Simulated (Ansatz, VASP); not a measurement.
# CsPbCl3: VASP beside Ansatz

Contents of POSCAR:

```
CsPbCl3
1.0
    4.0141224310      2.3175546661      3.2773182345
   -4.0141224310      2.3175546661      3.2773182345
    0.0000000000     -4.6351093322      3.2773182345
Cs Pb Cl
1 1 3
Direct
    0.5000000000      0.5000000000      0.5000000000
    0.0000000000      0.0000000000      0.0000000000
    0.5000000000      0.0000514515      0.9999485485
    0.0000514515      0.9999485485      0.5000000000
    0.9999485485      0.5000000000      0.0000514515
```

File INCAR.step1:

```
SYSTEM = CsPbCl3
PREC = Accurate ; ENCUT = 520
EDIFF = 1E-5 ; ISMEAR = 0
SIGMA = 0.01 ; LREAL = .FALSE.
LASPH = .TRUE. ; NELM = 80
ALGO = Normal ; ISIF = 2
LWAVE = .TRUE. ; LCHARG = .FALSE.
GGA = PE ; NBANDS = 30
```

Contents of INCAR.step2:

```
SYSTEM = CsPbCl3
PREC = Accurate ; ENCUT = 520
EDIFF = 1E-6 ; ISMEAR = 0
SIGMA = 0.01 ; LREAL = .FALSE.
LASPH = .TRUE. ; NELM = 80
ALGO = Normal ; ISIF = 2
LWAVE = .FALSE. ; LCHARG = .FALSE.
GGA = PE ; LHFCALC = .TRUE.
AEXX = 0.2 ; HFSCREEN = 0.1
PRECFOCK = Fast ; ISTART = 1
NBANDS = 30
```

Contents of KPOINTS:

```
Automatic mesh
0
G
  2 2 2
  0 0 0
```

Input for Ansatz:

```yaml
crystal:
  lattice:
    - [4.014122431, 2.3175546661, 3.2773182345]
    - [-4.014122431, 2.3175546661, 3.2773182345]
    - [0.0, -4.6351093322, 3.2773182345]
  atoms:
    - { symbol: Cs, position: [0.5, 0.5, 0.5] }
    - { symbol: Pb, position: [0.0, 0.0, 0.0] }
    - { symbol: Cl, position: [0.5, 5.14515e-05, 0.9999485485] }
    - { symbol: Cl, position: [5.14515e-05, 0.9999485485, 0.5] }
    - { symbol: Cl, position: [0.9999485485, 0.5, 5.14515e-05] }
kpoints:
  mp_grid: { grid: [2, 2, 2] }
hamiltonian:
  xc: { exchange: pbe, correlation: pbe, exx: { coeff: 0.2, omega: 0.1 } }
scf:
  occupations: { method: fixed }
  n_extra_bands: 5
output:
  forces: true
  stress: true
  eigenvalues: true
```

Alike in both runs: task single point; functional PBE-based screened hybrid; k mesh 2 × 2 × 2; no spin polarisation.

|  | VASP | Ansatz |
| --- | --- | --- |
| version | VASP 6.6.1 | Ansatz 0.2.0 |
| potentials or method | VASP PAW PBE potentials, release 64 (Cs_sv, Pb_d, Cl) | plane waves |
| plane-wave cutoff (eV) | 520 | 420 |
| occupations | gaussian, width 0.01 eV | fixed |
| valence electrons in the cell | 44 | 44 |

```csv
,VASP,Ansatz,Ansatz less VASP
gap on the k mesh at the Fermi level (eV),3.00,2.96,-0.041
pressure (GPa),1.3,1.5,+0.17
```

VASP's potentials were made for PBE, not for PBE-based screened hybrid. Ansatz's warnings: stress exchange threshold loose, stress scf threshold loose.

The k mesh is coarse, so the values compare programs but aren't converged. Spin-orbit coupling is off throughout.
